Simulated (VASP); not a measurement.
Input of a VASP 6.6.1 run:

INCAR

```
SYSTEM = BaZrO3
  ALGO = Normal
  EDIFF = 1E-6
  ENCUT = 910
  GGA_COMPAT = .FALSE.
  ISIF = 2
  ISMEAR = 0
  LASPH = .TRUE.
  LCHARG = .FALSE.
  LREAL = .FALSE.
  LWAVE = .FALSE.
  NBANDS = 28
  NELM = 120
  PREC = Accurate
  SIGMA = 0.02
```

Contents of KPOINTS:

```
k-points
0
G
  6 6 6
  0 0 0
```

POSCAR

```
BaZrO3
1.0
    4.1473696857      0.0000000000      0.0000000000
    0.0000000000      4.1473696857      0.0000000000
    0.0000000000      0.0000000000      4.1473696857
Ba Zr O
1 1 3
Direct
    0.0000000000      0.0000000000      0.0000000000
    0.5000000000      0.5000000000      0.5000000000
    0.0000000000      0.5000000000      0.5000000000
    0.5000000000      0.0000000000      0.5000000000
    0.5000000000      0.5000000000      0.0000000000
```

Potentials or basis: VASP PAW LDA potentials, release 64 (Ba_sv, Zr_sv, O_h).

Command:

```bash
$ cat potpaw_LDA.64/Ba_sv/POTCAR potpaw_LDA.64/Zr_sv/POTCAR potpaw_LDA.64/O_h/POTCAR > POTCAR
$ mpirun -np 1 vasp_std > vasp.out
```

**Question.** Predict the band gap on the k mesh.

**Answer.** 3.14 eV, indirect (least direct gap 3.31 eV).

**Question.** What does it give for the pressure?

**Answer.** 1.3 GPa.

Caveat: the cutoff is under 1.25 times the usual one of these potentials, so pressure, stress and relaxed cells hold a basis-set (Pulay) error; spin-orbit coupling is left out, which moves the levels of the heavy elements. A k mesh can miss the band edges.
